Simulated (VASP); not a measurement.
Set up this calculation in VASP 6.6.1, as the native input.

| Property | Result |
| --- | --- |
| Task | single point |
| Functional | PBE |
| Potentials or basis | VASP PAW PBE potentials, release 64 (Sr_sv, O) |
| Cutoff | 520 eV |
| k mesh | 7 × 7 × 5 |
| Occupations | fermi-dirac, width 0.05 eV |
| Spin | no spin polarisation |
| Dipole correction | no |
| Further INCAR settings | ALGO = Normal; EDIFF = 1e-06; NBANDS = 24 |

The structure of SrO lies in POSCAR:

```
SrO
1.0
    4.3593202262      0.0000000000      0.0000000000
   -2.1796601131      3.7752820591      0.0000000000
    0.0000000000      0.0000000000      5.2567107590
Sr O
2 2
Direct
    0.6666666667      0.3333333333      0.4381277000
    0.3333333333      0.6666666667      0.9381277000
    0.6666666667      0.3333333333      0.9368723000
    0.3333333333      0.6666666667      0.4368723000
```

The input as run:

INCAR

```
SYSTEM = SrO
ALGO = Normal
EDIFF = 1E-6
ENCUT = 520
GGA = PE
ISIF = 2
ISMEAR = -1
LASPH = .True.
LCHARG = .True.
LELF = .True.
LREAL = .False.
LVHAR = .True.
LWAVE = .False.
NBANDS = 24
NELM = 100
PREC = Accurate
SIGMA = 0.05
```

KPOINTS

```
k-points
0
Gamma
  7 7 5
  0 0 0
```

Potentials or basis: VASP PAW PBE potentials, release 64 (Sr_sv, O).

Command:

```sh
$ cat potpaw_PBE.64/Sr_sv/POTCAR potpaw_PBE.64/O/POTCAR > POTCAR
$ mpirun -np 1 vasp_std > vasp.out
```

Results of the run:

The pressure is -2.5 GPa, the largest force is 0.009 eV/Å and the band gap on the k mesh is 2.45 eV, direct.

Wall time 56 s on 1 thread of Intel Xeon 8259CL (shared host), peak memory 0.22 GiB.
